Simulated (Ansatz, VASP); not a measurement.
**Nb: VASP beside Ansatz**

Contents of POSCAR:

```
Nb
1.0
    2.8967646896      0.0000000000      0.0000000000
   -1.4483823448      2.5086718100      0.0000000000
    0.0000000000      0.0000000000     10.6354729267
Nb
4
Direct
    1.0000000000      0.0000000000      0.0000000000
    1.0000000000      1.0000000000      0.5000000000
    0.3333333333      0.6666666667      0.2500000000
    0.6666666667      0.3333333333      0.7500000000
```

The input INCAR.step1:

```
SYSTEM = Nb
PREC     = Accurate       ! precision mode
ENCUT    = 520            ! plane-wave cutoff, eV
ISMEAR   = -1             ! smearing method
SIGMA    = 0.1            ! smearing width, eV
LREAL    = .False.        ! projectors in reciprocal space
LASPH    = .True.         ! aspherical terms in the spheres
NELM     = 80             ! most SCF steps
NBANDS   = 34             ! bands
GGA      = PE             ! functional
ALGO     = Normal         ! electronic algorithm
EDIFF    = 1E-4           ! SCF threshold, eV
LWAVE    = .True.         ! write WAVECAR
LCHARG   = .False.        ! write CHGCAR
```

Contents of INCAR.step2:

```
SYSTEM = Nb
PREC     = Accurate       ! precision mode
ENCUT    = 520            ! plane-wave cutoff, eV
EDIFF    = 1E-7           ! SCF threshold, eV
ISMEAR   = -1             ! smearing method
SIGMA    = 0.1            ! smearing width, eV
LREAL    = .False.        ! projectors in reciprocal space
LASPH    = .True.         ! aspherical terms in the spheres
NELM     = 80             ! most SCF steps
ALGO     = Normal         ! electronic algorithm
ISIF     = 2              ! what is computed and relaxed
LWAVE    = .False.        ! write WAVECAR
LCHARG   = .False.        ! write CHGCAR
METAGGA  = R2SCAN         ! meta-GGA
LMIXTAU  = .True.       
NBANDS   = 34             ! bands
ISTART   = 1
```

The input KPOINTS:

```
Automatic mesh
0
Gamma
  14 14 4
  0 0 0
```

Input for Ansatz:

```yaml
crystal:
  lattice:
    - [2.8967646896, 0.0, 0.0]
    - [-1.4483823448, 2.50867181, 0.0]
    - [0.0, 0.0, 10.6354729267]
  atoms:
    - { symbol: Nb, position: [1.0, 0.0, 0.0] }
    - { symbol: Nb, position: [1.0, 1.0, 0.5] }
    - { symbol: Nb, position: [0.3333333333, 0.6666666667, 0.25] }
    - { symbol: Nb, position: [0.6666666667, 0.3333333333, 0.75] }
hamiltonian:
  xc: r2scan
  pseudopotentials:
    kind: paw
    azcp:
      Nb: "pseudopotentials/Nb.paw.azcp"
basis:
  ecutwfc: 500
  fft_grid_basis: typed
kpoints:
  mp_grid: { grid: [14, 14, 4], shift: [0, 0, 0] }
magnetization:
  spin_polarized: false
scf:
  occupations: { method: fermi_dirac, width: 0.1 }
  lower_state_search: "off"
output:
  stress: true
```

Alike in both runs: task single point; functional r2SCAN; k mesh 14 × 14 × 4; occupations fermi-dirac, width 0.1 eV; no spin polarisation.

|  | VASP | Ansatz |
| --- | --- | --- |
| version | VASP 6.6.1 | Ansatz 0.2.0 |
| potentials or method | VASP PAW PBE potentials, release 64 (Nb_sv), cutoff 520 eV | plane waves (500 eV) with PAW, scalar-relativistic |
| valence electrons in the cell | 52 | 52 |

|  | VASP | Ansatz | Ansatz less VASP |
| --- | --- | --- | --- |
| pressure (GPa) | -6.2 | -6.0 | +0.20 |

VASP's potentials were made for PBE, not for r2SCAN. The functional is the same, so the differences come from potentials, cutoffs and numerics.
